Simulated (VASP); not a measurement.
The system is CuI.

```
CELL_PARAMETERS angstrom
0.00000 2.85611 2.85611
2.85611 0.00000 2.85611
2.85611 2.85611 0.00000
ATOMIC_POSITIONS crystal
Cu 0.00000 0.00000 0.00000
I 0.50000 0.50000 0.50000
```

Base run:

```yaml
Program: VASP 6.6.1
Functional: PBE
Potentials_or_basis: VASP PAW PBE potentials, release 64 (Cu, I)
Cutoff: 520 eV
k_mesh: 8 × 8 × 8
Occupations: fermi-dirac, width 0.02 eV
Spin: non-collinear spin, zero start, spin-orbit coupling
Starting_moments: "[[0.0, 0.0, 0.0], [0.0, 0.0, 0.0]] μB"
```

Its results: pressure 1.5 GPa.

Task: The run is repeated on the same cell with these changes: spin from non-collinear spin, zero start, spin-orbit coupling to no spin polarisation; further incar settings from ALGO = Normal; EDIFF = 1e-06; NBANDS = 30 to ALGO = Normal; EDIFF = 1e-07; NBANDS = 16. What comes out?

Result: Pressure 0.7 GPa.
